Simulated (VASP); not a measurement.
Wanted: the native input for a VASP 6.6.1 run.

```
Task                   : single point
Functional             : PBE
Potentials or basis    : VASP PAW PBE potentials, release 64 (Mg)
Cutoff                 : 520 eV
k mesh                 : 20 × 20 × 20
Occupations            : gaussian, width 0.15 eV
Spin                   : no spin polarisation
Dipole correction      : no
Further INCAR settings : ALGO = Fast; EDIFF = 1e-06; NBANDS = 7
```

The structure of Mg lies in POSCAR:

```
Mg
1.0
   -1.7988044719      1.7988044719      1.7752401333
    1.7988044719     -1.7988044719      1.7752401333
    1.7988044719      1.7988044719     -1.7752401333
Mg
1
Direct
    0.0000000000      0.0000000000      0.0000000000
```

The input as run:

INCAR

```
PREC     = Accurate       # precision mode
ENCUT    = 520            # plane-wave cutoff, eV
EDIFF    = 1E-6           # SCF threshold, eV
ISMEAR   = 0              # smearing method
SIGMA    = 0.15           # smearing width, eV
LREAL    = False          # projectors in reciprocal space
LASPH    = True           # aspherical terms in the spheres
NELM     = 80             # most SCF steps
ALGO     = Fast           # electronic algorithm
ISIF     = 2              # what is computed and relaxed
LWAVE    = False          # write WAVECAR
LCHARG   = False          # write CHGCAR
GGA      = PE             # functional
NBANDS   = 7              # bands
```

KPOINTS

```
Automatic mesh
0
Gamma
  20 20 20
```

Potentials or basis: VASP PAW PBE potentials, release 64 (Mg).

The run is started by

```sh
$ cat potpaw_PBE.64/Mg/POTCAR > POTCAR
$ mpirun -np 1 vasp_std > vasp.out
```

It gave:

```json
{
  "Pressure": "-0.2 GPa",
  "Band gap on the k mesh": "zero (bands 1 and 2 overlap by 4.73 eV)"
}
```

Wall time 84 s on 1 thread of AMD EPYC 7R13 (shared host), peak memory 0.2 GiB.
